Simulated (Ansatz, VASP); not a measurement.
# BN: VASP beside Ansatz

```
B N
1.0
     2.59039    0.00000    0.00000
    -1.29519    2.24334    0.00000
     0.00000    0.00000    5.99364
B N
2 2
Direct
  0.33333 0.66667 0.25000
  0.66667 0.33333 0.75000
  0.33333 0.66667 0.75000
  0.66667 0.33333 0.25000
```

Alike in both runs: task single point; functional LDA; k mesh 12 × 12 × 4; occupations gaussian, width 0.05 eV; no spin polarisation.

|  | VASP | Ansatz |
| --- | --- | --- |
| version | VASP 6.6.1 | Ansatz 0.2.0 |
| potentials or method | VASP PAW LDA potentials, release 64 (B, N), cutoff 520 eV | scalar-relativistic, plane waves, PAW |
| valence electrons in the cell | 16 | 16 |

VASP gave:

* gap on the k mesh at the Fermi level (eV): 3.77
* least direct gap on the mesh (eV): 3.97
* pressure (GPa): -25.9
* traceless stress, the component that is largest in VASP (GPa): 28.43

Task: Estimate Ansatz's values.

Result: gap on the k mesh at the Fermi level (eV): 3.78; least direct gap on the mesh (eV): 3.98; pressure (GPa): -26.4; traceless stress, the component that is largest in VASP (GPa): 29.11.

Ansatz warns that its potentials were made for another functional, while VASP's fit it. LDA's correlation is that of Perdew and Zunger in VASP and of Perdew and Wang (1992) in Ansatz.
